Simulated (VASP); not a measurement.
# Mo (Im-3m) in VASP: further runs

The runs below take Mo through single point, with PBEsol.

All numbers are computed with VASP 6.6.1; they aren't measurements. Logs are shortened: lines on timing, memory, paths and dates and some standing lists are left out, and cuts for length are marked.

### 1 The cell of the first run

The structure is cubic, space group Im-3m (No. 229). The conventional cell has a = 2.891 Å, b = 2.891 Å, c = 2.891 Å, α = 90.00°, β = 90.00°, γ = 90.00°. Mo (site symmetry m-3m) has 14 Mo at 2.50 to 2.89 Å within 3.3 Å.

### 2 Single point, PBEsol (strain -0.080 along x and y, -0.080 along z)

Input file INCAR:

```
SYSTEM = Mo
ALGO = Normal ; EDIFF = 1E-7
ENCUT = 520 ; GGA = PS
ISIF = 2 ; ISMEAR = 0
LASPH = .True. ; LCHARG = .False.
LREAL = .False. ; LWAVE = .False.
NBANDS = 13 ; NELM = 100
PREC = Accurate ; SIGMA = 0.15
```

Input file KPOINTS:

```
k-points
0
Gamma
  22 22 22
  0 0 0
```

Input file POSCAR:

```
Mo
1.0
   -1.4453200000      1.4453200000      1.4453200000
    1.4453200000     -1.4453200000      1.4453200000
    1.4453200000      1.4453200000     -1.4453200000
Mo
1
Direct
    0.0000000000      0.0000000000      0.0000000000
```

Potentials or basis: VASP PAW PBE potentials, release 64 (Mo_sv).

Launch:

```sh
$ cat potpaw_PBE.64/Mo_sv/POTCAR > POTCAR
$ mpirun -np 1 vasp_std > vasp.out
```

OUTCAR:

```text
SYSTEM = Mo
   EDIFF = 1E-7
   ENCUT = 520
   GGA = PS
   ISIF = 2
   ISMEAR = 0
   LASPH = .True.
   LREAL = .False.
   NELM = 100
   PREC = Accurate

 ion  position               nearest neighbor table
   1  0.000  0.000  0.000-

  LATTYP: Found a body centered cubic cell.
 ALAT       =     2.8906400000

  Lattice vectors:

 A1 = (  -1.4453200000,   1.4453200000,   1.4453200000)
 A2 = (   1.4453200000,  -1.4453200000,   1.4453200000)
 A3 = (   1.4453200000,   1.4453200000,  -1.4453200000)

Analysis of symmetry for initial positions (statically):
=====================================================================
 Subroutine PRICEL returns:
 Original cell was already a primitive cell.

 Routine SETGRP: Setting up the symmetry group for a
 body centered cubic supercell.

 Subroutine GETGRP returns: Found 48 space group operations
 (whereof 48 operations were pure point group operations)
 out of a pool of 48 trial point group operations.

The static configuration has the point symmetry O_h .

Analysis of symmetry for dynamics (positions and initial velocities):
=====================================================================
 Subroutine PRICEL returns:
 Original cell was already a primitive cell.

 Routine SETGRP: Setting up the symmetry group for a
 body centered cubic supercell.

 Subroutine GETGRP returns: Found 48 space group operations
 (whereof 48 operations were pure point group operations)
 out of a pool of 48 trial point group operations.

The dynamic configuration has the point symmetry O_h .

 Subroutine INISYM returns: Found 48 space group operations
 (whereof 48 operations are pure point group operations),
 and found     1 'primitive' translations

----------------------------------------------------------------------------------------

                                     Primitive cell

  volume of cell :      12.0768

  direct lattice vectors                    reciprocal lattice vectors
    -1.445320000  1.445320000  1.445320000     0.000000000  0.345944151  0.345944151
     1.445320000 -1.445320000  1.445320000     0.345944151  0.000000000  0.345944151
     1.445320000  1.445320000 -1.445320000     0.345944151  0.345944151  0.000000000

  length of vectors
     2.503367673  2.503367673  2.503367673     0.489238910  0.489238910  0.489238910

  position of ions in fractional coordinates (direct lattice)
     0.000000000  0.000000000  0.000000000

  ion indices of the primitive-cell ions
   primitive index   ion index
                 1           1

----------------------------------------------------------------------------------------

 KPOINTS: k-points

Automatic generation of k-mesh.
 Grid dimensions read from file:
 generate k-points for:   22   22   22

 Generating k-lattice:

  Cartesian coordinates                     Fractional coordinates (reciprocal lattice)
     0.000000000  0.015724734  0.015724734     0.045454545  0.000000000  0.000000000
     0.015724734  0.000000000  0.015724734     0.000000000  0.045454545  0.000000000
     0.015724734  0.015724734  0.000000000     0.000000000  0.000000000  0.045454545

  Length of vectors
     0.022238132  0.022238132  0.022238132

  Shift w.r.t. Gamma in fractional coordinates (k-lattice)
     0.000000000  0.000000000  0.000000000

 Subroutine IBZKPT returns following result:
 ===========================================

 Found    328 irreducible k-points:

 Following reciprocal coordinates:
            Coordinates               Weight
  0.000000  0.000000  0.000000      1.000000
  0.045455  0.000000  0.000000     12.000000
  0.090909  0.000000  0.000000     12.000000
  0.136364  0.000000  0.000000     12.000000
  0.181818  0.000000  0.000000     12.000000
  0.227273  0.000000  0.000000     12.000000
[... 16 lines left out ...]
  0.090909  0.090909  0.000000     24.000000
  0.136364  0.090909  0.000000     48.000000
 [... further k-points ...]
   k-points           NKPTS =    328   k-points in BZ     NKDIM =    328   number of bands    NBANDS=     13
   number of dos      NEDOS =    301   number of ions     NIONS =      1
   total plane-waves  NPLWV =   8000
   dimension x,y,z NGX =    20 NGY =   20 NGZ =   20
   dimension x,y,z NGXF=    40 NGYF=   40 NGZF=   40
   ions per type =               1
   NGX,Y,Z   is equivalent  to a cutoff of  13.28, 13.28, 13.28 a.u.
   NGXF,Y,Z  is equivalent  to a cutoff of  26.56, 26.56, 26.56 a.u.
 SYSTEM =  Mo
   PREC   = accura    normal or accurate (medium, high low for compatibility)
   ISTART =      0    job   : 0-new  1-cont  2-samecut
   ICHARG =      2    charge: 1-file 2-atom 10-const
   ISPIN  =      1    spin polarized calculation?
   LNONCOLLINEAR =      F non collinear calculations
   LSORBIT =      F    spin-orbit coupling
   LASPH  =      T    aspherical Exc in radial PAW
   ENCUT  =  520.0 eV  38.22 Ry    6.18 a.u.   4.65  4.65  4.65*2*pi/ulx,y,z
   NELM   =    100;   NELMIN=  2; NELMDL= -5     # of ELM steps
   EDIFF  = 0.1E-06   stopping-criterion for ELM
   LREAL  =      F    real-space projection
   EDIFFG = 0.1E-05   stopping-criterion for IOM
   NSW    =      0    number of steps for IOM
   IBRION =     -1    ionic relax: 0-MD 1-quasi-New 2-CG
   NFREE  =      0    steps in history (QN), initial steepest desc. (CG)
   ISIF   =      2    stress and relaxation
   ISYM   =      2    0-nonsym 1-usesym 2-fastsym
   POTIM  = 0.5000    time-step for ionic-motion
   TEBEG  =    0.0;   TEEND  =   0.0 temperature during run
   PSTRESS=    0.0 pullay stress
   NELECT =      14.0000    total number of electrons
   NUPDOWN=      -1.0000    fix difference up-down
   EMIN   =  10.00;   EMAX   =-10.00  energy-range for DOS
   EFERMI =   0.00;   METHOD = LEGACY
   ISMEAR =     0;   SIGMA  =   0.15  broadening in eV -4-tet -1-fermi 0-gaus
   EFERMI_NEDOS =   21; number of points for ismear=-14 and -15
   IALGO  =     38    algorithm
   IMIX   =      4    mixing-type and parameters
     AMIX     =   0.40;   BMIX     =  1.00
     AMIX_MAG =   1.60;   BMIX_MAG =  1.00
  volume/ion in A,a.u.               =      12.08        81.50
  Fermi-wavevector in a.u.,A,eV,Ry     =   1.719756  3.249868 40.240056  2.957561
  Thomas-Fermi vector in A             =   2.796323
   LORBIT       =      0    0 simple, 1 ext, 2 COOP (PROOUT), +10 PAW based schemes
   GGA     = PS    functional components
   LHFCALC =     F    Hartree Fock is set to
   AEXX    =    0.0000 exact exchange contribution
   IVDW    =     0    specifies the selected vdW correction
   LEPSILON=     F    determine dielectric tensor
   LRPA    =     F    only Hartree local field effects (RPA)
 non-spin polarized calculation
 Gauss-broadening in eV      SIGMA  =   0.15
  energy-cutoff  :      520.00
  volume of cell :       12.08
 maximum number of plane-waves:       338
   NGX =  9   NGY =  9   NGZ =  9

 number of electron      14.0000003 magnetization

 Free energy of the ion-electron system (eV)
  ---------------------------------------------------
  ext. energy  EPLUGINS =         0.00000000
  ---------------------------------------------------
  free energy    TOTEN  =       -10.86178405 eV

  energy without entropy =      -10.85653195  energy(sigma->0) =      -10.85915800

 E-fermi :  17.1374     XC(G=0): -15.0439

 val. band max:       17.1366663850   @ k =   0.5000   0.5000   0.0909
 cond. band min:      17.1489339366   @ k =  -0.1364   0.1364   0.0909
 fundamental gap:      0.0122675516
 Fermi energy:        17.1374370922

 k-point     1 :       0.0000    0.0000    0.0000
  band No.  band energies     occupation
      1     -44.3877      2.00000
      2     -16.7417      2.00000
      3     -16.7417      2.00000
      4     -16.7417      2.00000
      5       9.2185      2.00000
      6      15.0868      2.00000
      7      15.0868      2.00000
      8      15.0868      2.00000
      9      19.1785      0.00000
     10      19.1785      0.00000
     11      32.0965      0.00000
     12      32.0965      0.00000
     13      32.0965      0.00000

 k-point     2 :       0.0455    0.0000    0.0000
  band No.  band energies     occupation
      1     -44.3739      2.00000
      2     -16.8110      2.00000
      3     -16.7620      2.00000
      4     -16.7427      2.00000
      5       9.3450      2.00000
      6      15.0077      2.00000
      7      15.0745      2.00000
      8      15.2091      2.00000
      9      19.0426      0.00000
     10      19.1762      0.00000
     11      32.2092      0.00000
     12      32.3073      0.00000
     13      32.4268      0.00000

 k-point     3 :       0.0909    0.0000    0.0000
  band No.  band energies     occupation
      1     -44.3335      2.00000
      2     -17.0108      2.00000
      3     -16.8209      2.00000
      4     -16.7456      2.00000
      5       9.7043      2.00000
      6      14.7843      2.00000
      7      15.0272      2.00000
      8      15.5723      2.00000
      9      18.7245      0.00000
     10      19.1747      0.00000
     11      32.5185      0.00000
     12      32.9251      0.00000
     13      33.3221      0.00000
[... 305 lines left out ...]
 k-point    23 :       0.0909    0.0909    0.0000
  band No.  band energies     occupation
      1     -44.2323      2.00000
      2     -17.4857      2.00000
      3     -16.9131      2.00000
      4     -16.8106      2.00000
      5      10.5333      2.00000
      6      14.4354      2.00000
      7      14.5930      2.00000
      8      16.6512      2.00000
      9      18.1487      0.00000
     10      19.3575      0.00000
     11      33.1965      0.00000
     12      34.4785      0.00000
     13      34.9936      0.00000

 k-point    24 :       0.1364    0.0909    0.0000
  band No.  band energies     occupation
      1     -44.1515      2.00000
      2     -17.8346      2.00000
      3     -17.0253      2.00000
      4     -16.8335      2.00000
      5      11.0795      2.00000
      6      14.0977      2.00000
      7      14.4107      2.00000
      8      17.5407      0.00014
      9      17.9743      0.00000
     10      19.5215      0.00000
     11      33.6862      0.00000
     12      35.2045      0.00000
     13      36.0477      0.00000

 [... further k-points ...]

------------------------ aborting loop because EDIFF is reached ----------------------------------------

  FORCE on cell =-STRESS in cart. coord.  units (eV):
  Direction    XX          YY          ZZ          XY          YZ          ZX
  --------------------------------------------------------------------------------------
  -------------------------------------------------------------------------------------
  Total        8.2779243      8.2779243      8.2779243      0.0000000      0.0000000      0.0000000
  in kB     1098.1963676   1098.1963676   1098.1963676      0.0000000      0.0000000      0.0000000
  external PRESSURE =    1098.1963676 kB  Pullay stress =       0.0000000 kB

 VOLUME and BASIS-vectors are now :
 -----------------------------------------------------------------------------
  energy-cutoff  :      520.00
  volume of cell :       12.08
      direct lattice vectors                 reciprocal lattice vectors
    -1.445320000  1.445320000  1.445320000     0.000000000  0.345944151  0.345944151
     1.445320000 -1.445320000  1.445320000     0.345944151  0.000000000  0.345944151
     1.445320000  1.445320000 -1.445320000     0.345944151  0.345944151  0.000000000

 POSITION                                       TOTAL-FORCE (eV/Angst)
 -----------------------------------------------------------------------------------
      0.00000      0.00000      0.00000        -0.000000     -0.000000     -0.000000
 -----------------------------------------------------------------------------------
    total drift:                                0.000000     -0.000000     -0.000000

  FREE ENERGIE OF THE ION-ELECTRON SYSTEM (eV)
  ---------------------------------------------------
  free  energy   TOTEN  =       -10.8617840509 eV

  energy  without entropy=      -10.8565319511  energy(sigma->0) =      -10.85915800
```

Run time: 42 s. Hardware: 1 thread of Intel Xeon 8259CL, shared host; peak memory 0.16 GiB.

Results:

- Free energy: -10.8618 eV
- Pressure: 109.8 GPa
- Band gap on the k mesh: zero (bands 7 and 8 overlap by 7.69 eV)

Caveat: the cell differs from its parent crystal (strain -0.080 along x and y, -0.080 along z); the cell stands under pressure; the PAW data sets were made with another functional, which shifts forces and pressure a little.

(Part 1 of 2 ends here.)

The gap in the log of VASP goes by the Fermi energy; the results here count the filled bands.